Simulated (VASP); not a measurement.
Wanted: the native input for a VASP 6.6.1 run.

```yaml
Task: single point
Functional: PBE
Potentials_or_basis: VASP PAW PBE potentials, release 64 (Be)
Cutoff: 520 eV
k_mesh: 34 × 34 × 34
Occupations: gaussian, width 0.1 eV
Spin: no spin polarisation
Dipole_correction: no
Further_INCAR_settings: ALGO = Normal; EDIFF = 1e-06; NBANDS = 7
```

The structure of Be lies in POSCAR:

```
Be
1.0
   -1.0820000837      1.0820000837      1.5291930731
    1.0820000837     -1.0820000837      1.5291930731
    1.0820000837      1.0820000837     -1.5291930731
Be
1
Direct
    0.5000000000      0.5000000000      0.0000000000
```

This cell differs from its parent crystal: volume scaled by 0.91, then relaxed in part.

One way to write it, as run:

INCAR

```
SYSTEM = Be
PREC = Accurate ; ENCUT = 520
EDIFF = 1E-6 ; ISMEAR = 0
SIGMA = 0.1 ; LREAL = .False.
LASPH = .True. ; NELM = 60
ALGO = Normal ; ISIF = 2
LWAVE = .False. ; LCHARG = .False.
GGA = PE ; NBANDS = 7
```

KPOINTS

```
Automatic mesh
0
Gamma
  34 34 34
  0 0 0
```

Potentials or basis: VASP PAW PBE potentials, release 64 (Be).

Launch:

```bash
$ cat potpaw_PBE.64/Be/POTCAR > POTCAR
$ mpirun -np 1 vasp_std > vasp.out
```

It gave:

```
Pressure               : 13.6 GPa
Band gap on the k mesh : zero (band 1 reaches 9.10 eV, above the bottom of band 2 at 8.21 eV)
```

Wall time 28 s on 1 thread of Intel(R) Xeon(R) Platinum 8488C (Sapphire Rapids), with other jobs on the host, peak memory 0.22 GiB.
